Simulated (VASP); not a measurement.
Set up this calculation in VASP 6.6.1, as the native input.

```
Task                   : single point
Functional             : BLYP
Potentials or basis    : VASP PAW PBE potentials, release 64 (Pd)
Cutoff                 : 520 eV
k mesh                 : 12 × 12 × 12
Occupations            : fermi-dirac, width 0.05 eV
Spin                   : no spin polarisation
Dipole correction      : no
Further INCAR settings : ALGO = Normal; EDIFF = 1e-07; NBANDS = 11
```

The structure of Pd lies in POSCAR:

```
Pd
1.0
    0.0000000000      2.0127980884      2.0127980884
    2.0127980884      0.0000000000      2.0127980884
    2.0127980884      2.0127980884      0.0000000000
Pd
1
Direct
    0.0000000000      0.0000000000      0.0000000000
```

These files were run (other wordings do the same):

INCAR

```
SYSTEM = Pd
PREC = Accurate
ENCUT = 520
EDIFF = 1E-7
ISMEAR = -1
SIGMA = 0.05
LREAL = .FALSE.
LASPH = .TRUE.
NELM = 60
ALGO = Normal
ISIF = 2
LWAVE = .FALSE.
LCHARG = .FALSE.
GGA = B5
ALDAX = 1.0
AGGAX = 1.0
AGGAC = 1.0
ALDAC = 0.0
NBANDS = 11
```

KPOINTS

```
regular mesh
0
G
  12 12 12
  0 0 0
```

Potentials or basis: VASP PAW PBE potentials, release 64 (Pd).

Launch:

```console
$ cat potpaw_PBE.64/Pd/POTCAR > POTCAR
$ mpirun -np 1 vasp_std > vasp.out
```

Results of the run:

```
Pressure               : 0.3 GPa
Band gap on the k mesh : zero (band 5 reaches 8.90 eV, above the bottom of band 6 at 7.55 eV)
```

Caveat: the PAW data sets were made with another functional, which shifts forces and pressure a little.

It took 17 s on 1 thread of AMD EPYC 7R13 Processor (Zen 3), with other jobs on the host, peak memory 0.12 GiB.
